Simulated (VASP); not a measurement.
# Li2S (Fm-3m) in VASP: notebook

Li2S is run at these levels: PBE, PBE+D3(BJ); tasks: single point.

All numbers are computed with VASP 6.6.1; they aren't measurements. Logs are shortened: lines on timing, memory, paths and dates and some standing lists are left out, and cuts for length are marked.

## Step 1: The cell of the first run

It takes space group Fm-3m (No. 225, cubic). Conventional cell: a = 5.670 Å, b = 5.670 Å, c = 5.670 Å, α = 90.00°, β = 90.00°, γ = 90.00°. Within 3.2 Å of Li (site symmetry -43m) lie 4 S at 2.46 Å and 6 Li at 2.84 Å. S (site symmetry m-3m) has 8 Li at 2.46 Å within 3.2 Å.

## Step 2: Single point, PBE

Input file INCAR:

```
SYSTEM = Li2S
PREC     = Accurate       ! precision mode
ENCUT    = 750            ! plane-wave cutoff, eV
EDIFF    = 1E-6           ! SCF threshold, eV
ISMEAR   = 1              ! smearing method
SIGMA    = 0.13605693122994 ! smearing width, eV
LREAL    = .FALSE.        ! projectors in reciprocal space
LASPH    = .TRUE.         ! aspherical terms in the spheres
NELM     = 120            ! most SCF steps
ALGO     = Normal         ! electronic algorithm
ISIF     = 2              ! what is computed and relaxed
LWAVE    = .FALSE.        ! write WAVECAR
LCHARG   = .FALSE.        ! write CHGCAR
GGA      = PE             ! functional
NBANDS   = 13             ! bands
GGA_COMPAT= .FALSE.
```

Input file KPOINTS:

```
Automatic mesh
0
G
  4 4 4
  0 0 0
```

Input file POSCAR:

```
Li2S
1.0
    0.0000000000      2.8351678429      2.8351678429
    2.8351678429      0.0000000000      2.8351678429
    2.8351678429      2.8351678429      0.0000000000
Li S
2 1
Direct
    0.7500000000      0.7500000000      0.7500000000
    0.2500000000      0.2500000000      0.2500000000
    0.0000000000      0.0000000000      0.0000000000
```

Potentials or basis: VASP PAW PBE potentials, release 64 (Li_sv, S).

On the command line:

```sh
$ cat potpaw_PBE.64/Li_sv/POTCAR potpaw_PBE.64/S/POTCAR > POTCAR
$ mpirun -np 1 vasp_std > vasp.out
```

OUTCAR:

```text
SYSTEM = Li2S
   PREC = Accurate
   ENCUT = 750
   EDIFF = 1E-6
   ISMEAR = 1
   LREAL = .FALSE.
   LASPH = .TRUE.
   NELM = 120
   ISIF = 2
   GGA = PE

 ion  position               nearest neighbor table
   1  0.750  0.750  0.750-   3 2.46   3 2.46   3 2.46   3 2.46
   2  0.250  0.250  0.250-   3 2.46   3 2.46   3 2.46   3 2.46
   3  0.000  0.000  0.000-   1 2.46   1 2.46   2 2.46   2 2.46   1 2.46   1 2.46   2 2.46   2 2.46

  LATTYP: Found a face centered cubic cell.
 ALAT       =     5.6703356858

  Lattice vectors:

 A1 = (   0.0000000000,   2.8351678429,   2.8351678429)
 A2 = (   2.8351678429,   0.0000000000,   2.8351678429)
 A3 = (   2.8351678429,   2.8351678429,   0.0000000000)

Analysis of symmetry for initial positions (statically):
=====================================================================
 Subroutine PRICEL returns:
 Original cell was already a primitive cell.

 Routine SETGRP: Setting up the symmetry group for a
 face centered cubic supercell.

 Subroutine GETGRP returns: Found 48 space group operations
 (whereof 48 operations were pure point group operations)
 out of a pool of 48 trial point group operations.

The static configuration has the point symmetry O_h .

Analysis of symmetry for dynamics (positions and initial velocities):
=====================================================================
 Subroutine PRICEL returns:
 Original cell was already a primitive cell.

 Routine SETGRP: Setting up the symmetry group for a
 face centered cubic supercell.

 Subroutine GETGRP returns: Found 48 space group operations
 (whereof 48 operations were pure point group operations)
 out of a pool of 48 trial point group operations.

The dynamic configuration has the point symmetry O_h .

 Subroutine INISYM returns: Found 48 space group operations
 (whereof 48 operations are pure point group operations),
 and found     1 'primitive' translations

----------------------------------------------------------------------------------------

                                     Primitive cell

  volume of cell :      45.5792

  direct lattice vectors                    reciprocal lattice vectors
     0.000000000  2.835167843  2.835167843    -0.176356402  0.176356402  0.176356402
     2.835167843  0.000000000  2.835167843     0.176356402 -0.176356402  0.176356402
     2.835167843  2.835167843  0.000000000     0.176356402  0.176356402 -0.176356402

  length of vectors
     4.009532815  4.009532815  4.009532815     0.305458249  0.305458249  0.305458249

  position of ions in fractional coordinates (direct lattice)
     0.750000000  0.750000000  0.750000000
     0.250000000  0.250000000  0.250000000
     0.000000000  0.000000000  0.000000000

  ion indices of the primitive-cell ions
   primitive index   ion index
                 1           1
                 2           2
                 3           3

----------------------------------------------------------------------------------------

 KPOINTS: Automatic mesh

Automatic generation of k-mesh.
 Grid dimensions read from file:
 generate k-points for:    4    4    4

 Generating k-lattice:

  Cartesian coordinates                     Fractional coordinates (reciprocal lattice)
    -0.044089101  0.044089101  0.044089101     0.250000000  0.000000000  0.000000000
     0.044089101 -0.044089101  0.044089101     0.000000000  0.250000000  0.000000000
     0.044089101  0.044089101 -0.044089101     0.000000000  0.000000000  0.250000000

  Length of vectors
     0.076364562  0.076364562  0.076364562

  Shift w.r.t. Gamma in fractional coordinates (k-lattice)
     0.000000000  0.000000000  0.000000000

 Subroutine IBZKPT returns following result:
 ===========================================

 Found      8 irreducible k-points:

 Following reciprocal coordinates:
            Coordinates               Weight
  0.000000  0.000000  0.000000      1.000000
  0.250000  0.000000  0.000000      8.000000
  0.500000  0.000000  0.000000      4.000000
  0.250000  0.250000  0.000000      6.000000
  0.500000  0.250000  0.000000     24.000000
 -0.250000  0.250000  0.000000     12.000000
  0.500000  0.500000  0.000000      3.000000
 -0.250000  0.500000  0.250000      6.000000
   k-points           NKPTS =      8   k-points in BZ     NKDIM =      8   number of bands    NBANDS=     13
   number of dos      NEDOS =    301   number of ions     NIONS =      3
   total plane-waves  NPLWV =  46656
   dimension x,y,z NGX =    36 NGY =   36 NGZ =   36
   dimension x,y,z NGXF=    72 NGYF=   72 NGZF=   72
   ions per type =               2   1
   NGX,Y,Z   is equivalent  to a cutoff of  14.93, 14.93, 14.93 a.u.
   NGXF,Y,Z  is equivalent  to a cutoff of  29.85, 29.85, 29.85 a.u.
 SYSTEM =  Li2S
   PREC   = accura    normal or accurate (medium, high low for compatibility)
   ISTART =      0    job   : 0-new  1-cont  2-samecut
   ICHARG =      2    charge: 1-file 2-atom 10-const
   ISPIN  =      1    spin polarized calculation?
   LNONCOLLINEAR =      F non collinear calculations
   LSORBIT =      F    spin-orbit coupling
   LASPH  =      T    aspherical Exc in radial PAW
   ENCUT  =  750.0 eV  55.12 Ry    7.42 a.u.   8.95  8.95  8.95*2*pi/ulx,y,z
   NELM   =    120;   NELMIN=  2; NELMDL= -5     # of ELM steps
   EDIFF  = 0.1E-05   stopping-criterion for ELM
   LREAL  =      F    real-space projection
   EDIFFG = 0.1E-04   stopping-criterion for IOM
   NSW    =      0    number of steps for IOM
   IBRION =     -1    ionic relax: 0-MD 1-quasi-New 2-CG
   NFREE  =      0    steps in history (QN), initial steepest desc. (CG)
   ISIF   =      2    stress and relaxation
   ISYM   =      2    0-nonsym 1-usesym 2-fastsym
   POTIM  = 0.5000    time-step for ionic-motion
   TEBEG  =    0.0;   TEEND  =   0.0 temperature during run
   PSTRESS=    0.0 pullay stress
   NELECT =      12.0000    total number of electrons
   NUPDOWN=      -1.0000    fix difference up-down
   EMIN   =  10.00;   EMAX   =-10.00  energy-range for DOS
   EFERMI =   0.00;   METHOD = LEGACY
   ISMEAR =     1;   SIGMA  =   0.14  broadening in eV -4-tet -1-fermi 0-gaus
   EFERMI_NEDOS =   21; number of points for ismear=-14 and -15
   IALGO  =     38    algorithm
   IMIX   =      4    mixing-type and parameters
     AMIX     =   0.40;   BMIX     =  1.00
     AMIX_MAG =   1.60;   BMIX_MAG =  1.00
  volume/ion in A,a.u.               =      15.19       102.53
  Fermi-wavevector in a.u.,A,eV,Ry     =   1.049252  1.982799 14.979059  1.100930
  Thomas-Fermi vector in A             =   2.184207
   LORBIT       =      0    0 simple, 1 ext, 2 COOP (PROOUT), +10 PAW based schemes
   GGA     = PE    functional components
   LHFCALC =     F    Hartree Fock is set to
   AEXX    =    0.0000 exact exchange contribution
   IVDW    =     0    specifies the selected vdW correction
   LEPSILON=     F    determine dielectric tensor
   LRPA    =     F    only Hartree local field effects (RPA)
 non-spin polarized calculation
 Methfessel and Paxton  Order N= 1 SIGMA  =   0.14
  energy-cutoff  :      750.00
  volume of cell :       45.58
 maximum number of plane-waves:      2148
   NGX = 17   NGY = 17   NGZ = 17

 number of electron      11.9999997 magnetization

 Free energy of the ion-electron system (eV)
  ---------------------------------------------------
  ext. energy  EPLUGINS =         0.00000000
  ---------------------------------------------------
  free energy    TOTEN  =       -11.98432662 eV

  energy without entropy =      -11.98471769  energy(sigma->0) =      -11.98445698

 E-fermi :   1.6749     XC(G=0):  -8.5612

 val. band max:        1.5608149624   @ k =   0.0000   0.0000   0.0000
 cond. band min:       4.9343407342   @ k =   0.5000   0.5000   0.0000
 fundamental gap:      3.3735257719
 Fermi energy:         1.6749032315

 k-point     1 :       0.0000    0.0000    0.0000
  band No.  band energies     occupation
      1     -42.5930      2.00000
      2     -42.5480      2.00000
      3      -9.5023      2.00000
      4       1.5608      1.99853
      5       1.5608      1.99853
      6       1.5608      1.99852
      7       5.8999      0.00000
      8       7.7920      0.00000
      9       7.7920      0.00000
     10       7.7920      0.00000
     11      12.7745      0.00000
     12      12.7745      0.00000
     13      14.0561      0.00000

 k-point     2 :       0.2500    0.0000    0.0000
  band No.  band energies     occupation
      1     -42.5860      2.00000
      2     -42.5541      2.00000
      3      -9.2948      2.00000
      4      -0.1539      2.00000
      5       1.2765      2.00028
      6       1.2765      2.00028
      7       6.9944      0.00000
      8       8.3594      0.00000
      9       8.3595      0.00000
     10       9.0256      0.00000
     11      11.4430      0.00000
     12      11.4430      0.00000
     13      14.6588      0.00000

 k-point     3 :       0.5000    0.0000    0.0000
  band No.  band energies     occupation
      1     -42.5697      2.00000
      2     -42.5696      2.00000
      3      -9.0566      2.00000
      4      -1.3644      2.00000
      5       1.0427      2.00000
      6       1.0427      2.00000
      7       7.7281      0.00000
      8       8.1384      0.00000
      9       8.1384      0.00000
     10      10.0426      0.00000
     11      14.4616      0.00000
     12      14.4616      0.00000
     13      14.6552      0.00000

 k-point     4 :       0.2500    0.2500    0.0000
  band No.  band energies     occupation
      1     -42.5849      2.00000
      2     -42.5549      2.00000
      3      -9.2297      2.00000
      4       0.2149      2.00000
      5       0.7317      2.00000
      6       0.7317      2.00000
      7       6.3927      0.00000
      8       8.2220      0.00000
      9       9.5646      0.00000
     10       9.5646      0.00000
     11      10.6023      0.00000
     12      13.7647      0.00000
     13      16.1768      0.00000

 k-point     5 :       0.5000    0.2500    0.0000
  band No.  band energies     occupation
      1     -42.5748      2.00000
      2     -42.5642      2.00000
      3      -8.9936      2.00000
      4      -0.8633      2.00000
      5       0.2305      2.00000
      6       0.5245      2.00000
      7       6.5116      0.00000
      8       9.4884      0.00000
      9       9.8732      0.00000
     10       9.9368      0.00000
     11      12.7262      0.00000
     12      14.0992      0.00000
     13      15.0191      0.00000

 k-point     6 :      -0.2500    0.2500    0.0000
  band No.  band energies     occupation
      1     -42.5771      2.00000
      2     -42.5621      2.00000
      3      -9.0686      2.00000
      4      -0.7388      2.00000
      5       0.1632      2.00000
      6       1.0056      2.00000
      7       7.6844      0.00000
      8       8.4311      0.00000
      9       9.9111      0.00000
     10       9.9413      0.00000
     11      10.1273      0.00000
     12      13.8953      0.00000
     13      15.6190      0.00000

 k-point     7 :       0.5000    0.5000    0.0000
  band No.  band energies     occupation
      1     -42.5767      2.00000
      2     -42.5619      2.00000
      3      -8.9273      2.00000
      4      -0.6373      2.00000
      5       0.1117      2.00000
      6       0.1117      2.00000
      7       4.9343      0.00000
      8       8.6788      0.00000
      9      12.7561      0.00000
     10      12.7561      0.00000
     11      13.8164      0.00000
     12      14.1074      0.00000
     13      14.1075      0.00000

 k-point     8 :      -0.2500    0.5000    0.2500
  band No.  band energies     occupation
      1     -42.5693      2.00000
      2     -42.5693      2.00000
      3      -8.9153      2.00000
      4      -0.2956      2.00000
      5      -0.2956      2.00000
      6      -0.2357      2.00000
      7       7.0518      0.00000
      8       8.8966      0.00000
      9      10.5034      0.00000
     10      10.5035      0.00000
     11      13.5924      0.00000
     12      13.5924      0.00000
     13      14.2646      0.00000

------------------------ aborting loop because EDIFF is reached ----------------------------------------

  FORCE on cell =-STRESS in cart. coord.  units (eV):
  Direction    XX          YY          ZZ          XY          YZ          ZX
  --------------------------------------------------------------------------------------
  -------------------------------------------------------------------------------------
  Total        0.1836245      0.1836245      0.1836245      0.0000000      0.0000000      0.0000000
  in kB        6.4546839      6.4546839      6.4546839      0.0000000      0.0000000      0.0000000
  external PRESSURE =       6.4546839 kB  Pullay stress =       0.0000000 kB

 VOLUME and BASIS-vectors are now :
 -----------------------------------------------------------------------------
  energy-cutoff  :      750.00
  volume of cell :       45.58
      direct lattice vectors                 reciprocal lattice vectors
     0.000000000  2.835167843  2.835167843    -0.176356402  0.176356402  0.176356402
     2.835167843  0.000000000  2.835167843     0.176356402 -0.176356402  0.176356402
     2.835167843  2.835167843  0.000000000     0.176356402  0.176356402 -0.176356402

 POSITION                                       TOTAL-FORCE (eV/Angst)
 -----------------------------------------------------------------------------------
      4.25275      4.25275      4.25275         0.000000      0.000000      0.000000
      1.41758      1.41758      1.41758        -0.000000     -0.000000     -0.000000
      0.00000      0.00000      0.00000        -0.000000      0.000000      0.000000
 -----------------------------------------------------------------------------------
    total drift:                                0.000000      0.000000      0.000000

  FREE ENERGIE OF THE ION-ELECTRON SYSTEM (eV)
  ---------------------------------------------------
  free  energy   TOTEN  =       -11.9843266196 eV

  energy  without entropy=      -11.9847176898  energy(sigma->0) =      -11.98445698
```

Wall time 11 s (1 thread of Intel Xeon Platinum 8375C at 2.90GHz (Ice Lake), shared host); peak memory 0.19 GiB.

What came out:

| Quantity | Value |
| --- | --- |
| Free energy | -11.9843 eV |
| Pressure | 0.6 GPa |
| Band gap on the k mesh | 3.37 eV (least direct gap 4.34 eV) |

Levels at points of the mesh, in eV from the valence-band top:
| k point | band 2 | band 3 | band 4 | band 5 | band 6 | band 7 | band 8 | band 9 | band 10 | band 11 |
| --- | --- | --- | --- | --- | --- | --- | --- | --- | --- | --- |
| (0.00, 0.00, 0.00) | -44.11 | -11.06 | 0.00 | 0.00 | 0.00 | 4.34 | 6.23 | 6.23 | 6.23 | 11.21 |
| (0.50, 0.00, 0.00) | -44.13 | -10.62 | -2.93 | -0.52 | -0.52 | 6.17 | 6.58 | 6.58 | 8.48 | 12.90 |
| (0.50, 0.50, 0.00) | -44.12 | -10.49 | -2.20 | -1.45 | -1.45 | 3.37 | 7.12 | 11.20 | 11.20 | 12.26 |

Caveat: the k points lie up to 0.48 Å⁻¹ apart. A k mesh can miss the band edges.

(Part 1 of 3 ends here.)
